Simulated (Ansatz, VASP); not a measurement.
# Two plane-wave programs on WS2

```
W S
1.0
     3.18352    0.00000    0.00000
    -1.59176    2.75701    0.00000
     0.00000    0.00000   15.93354
W S
1 2
Direct
  0.33333 0.66667 0.00000
  0.66667 0.33333 0.90800
  0.66667 0.33333 0.09200
```

Change from the starting cell: strain -0.0600 x Voigt [0, 0, 1, 0, 0, 0], atoms carried along.

Alike in both runs: task single point; functional PBEsol; k mesh 6 × 6 × 1; occupations gaussian, width 0.05 eV; no spin polarisation.

|  | VASP | Ansatz |
| --- | --- | --- |
| version | VASP 6.6.1 | Ansatz 0.2.0 |
| potentials or method | VASP PAW PBE potentials, release 64 (W_sv, S), cutoff 500 eV | scalar-relativistic, plane waves, PAW |
| valence electrons in the cell | 26 | 26 |

Ansatz gave:

* gap on the k mesh at the Fermi level (eV): 1.02
* least direct gap on the mesh (eV): 1.53
* rms of the force components (eV/Å): 0.938

Which values does VASP return?

gap on the k mesh at the Fermi level (eV): 1.04; least direct gap on the mesh (eV): 1.54; rms of the force components (eV/Å): 0.949.

VASP's potentials were made for PBE, not for PBEsol. Atom by atom the forces differ by 0.011 eV/Å (rms over components).

Spin-orbit coupling is off throughout.
